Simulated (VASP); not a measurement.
Input of a VASP 6.6.1 run:

File INCAR:

```
ALGO = Normal ; EDIFF = 1E-6
ENCUT = 520 ; GGA = PE
ISIF = 2 ; ISMEAR = 0
LASPH = T ; LCHARG = F
LREAL = F ; LWAVE = F
NBANDS = 34 ; NELM = 60
PREC = Accurate ; SIGMA = 0.1
```

File KPOINTS:

```
k-points
0
Gamma
  4 4 4
```

The input POSCAR:

```
TlO2
1.0
    0.0000000000      4.5047343768      4.2490510448
    3.4332577575      0.0000000000      4.2490510448
    3.4332577575      4.5047343768      0.0000000000
Tl O
2 4
Direct
    0.2500259165      0.2500259165      0.7499740835
    0.7499740835      0.7499740835      0.2500259165
    0.3238226233      0.6761773767      0.3238226233
    0.6761773767      0.3238226233      0.6761773767
    0.8239051331      0.1760948669      0.8239051331
    0.1760948669      0.8239051331      0.1760948669
```

Potentials or basis: VASP PAW PBE potentials, release 64 (Tl_d, O).

Launch:

```console
$ cat potpaw_PBE.64/Tl_d/POTCAR potpaw_PBE.64/O/POTCAR > POTCAR
$ mpirun -np 1 vasp_std > vasp.out
```

(1) Estimate the largest force.

(2) Predict the band gap on the k mesh.

## Answers

(1) 0.427 eV/Å.

(2) zero (band 25 reaches 2.10 eV, above the bottom of band 26 at 1.73 eV).

Caveat: spin-orbit coupling is left out, which moves the levels of the heavy elements.
